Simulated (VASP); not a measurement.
Here is a VASP 6.6.1 calculation.

The input INCAR:

```
  ALGO = Fast
  EDIFF = 1E-6
  ENCUT = 520
  GGA = CA
  ISIF = 2
  ISMEAR = 0
  LASPH = True
  LCHARG = False
  LREAL = False
  LWAVE = False
  NBANDS = 11
  NELM = 60
  PREC = Accurate
  SIGMA = 0.15
```

File KPOINTS:

```
k-points
0
Gamma
  24 24 24
```

POSCAR

```
Pt
1.0
   -1.4908080977      1.4908080977      1.7889697172
    1.4908080977     -1.4908080977      1.7889697172
    1.4908080977      1.4908080977     -1.7889697172
Pt
1
Direct
    0.0000000000      0.0000000000      0.0000000000
```

Potentials or basis: VASP PAW LDA potentials, release 64 (Pt).

The run is started by

```console
$ cat potpaw_LDA.64/Pt/POTCAR > POTCAR
$ mpirun -np 1 vasp_std > vasp.out
```

Task: What does it give for the band gap on the k mesh?

Result: Zero (bands 5 and 6 overlap by 2.50 eV).

Task: Predict the pressure.

Result: -16.7 GPa.

Stress tensor (GPa, compression positive):
```
-18.77   0.00   0.00
  0.00 -18.77   0.00
  0.00   0.00 -12.57
```

Caveat: the cell stands under tension; spin-orbit coupling is left out, which moves the levels of the heavy elements.
